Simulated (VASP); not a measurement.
Ni: single point with revPBE

The system is Ni.

```
CELL_PARAMETERS angstrom
2.43129 0.00000 0.00000
-1.21564 2.10556 0.00000
0.00000 0.00000 3.99692
ATOMIC_POSITIONS crystal
Ni 0.33333 0.66667 0.25000
Ni 0.66667 0.33333 0.75000
```

This cell differs from its parent crystal: volume scaled by 0.92.

```yaml
Program: VASP 6.6.1
Task: single point
Functional: revPBE
Potentials_or_basis: VASP PAW PBE potentials, release 64 (Ni)
Cutoff: 520 eV
k_mesh: 16 × 16 × 9
Occupations: fermi-dirac, width 0.1 eV
Spin: no spin polarisation
```

```yaml
Pressure: 19.0 GPa
Band_gap_on_the_k_mesh: zero (band 10 reaches 10.35 eV, above the bottom of band 11 at 9.81 eV)
```

Levels at points of the mesh, in eV from the Fermi level:
| k point | band 7 | band 8 | band 9 | band 10 | band 11 | band 12 | band 13 | band 14 |
| --- | --- | --- | --- | --- | --- | --- | --- | --- |
| (0.00, 0.00, 0.00) | -1.68 | -1.22 | -1.22 | -0.37 | -0.18 | -0.18 | 6.40 | 23.22 |
| (0.50, 0.00, 0.00) | -1.65 | -0.04 | 0.02 | 0.10 | 1.65 | 3.63 | 9.93 | 10.57 |

Run time: 30 s on 1 thread of AMD EPYC 9R45 (Zen 5), with other jobs on the host, peak memory 0.12 GiB.

Caveat: the PAW data sets were made with another functional, which shifts forces and pressure a little; the run has no spin polarisation, though such a crystal can be magnetic. Spin polarisation is off, so any magnetic state and its effect on volume and gap are missing.
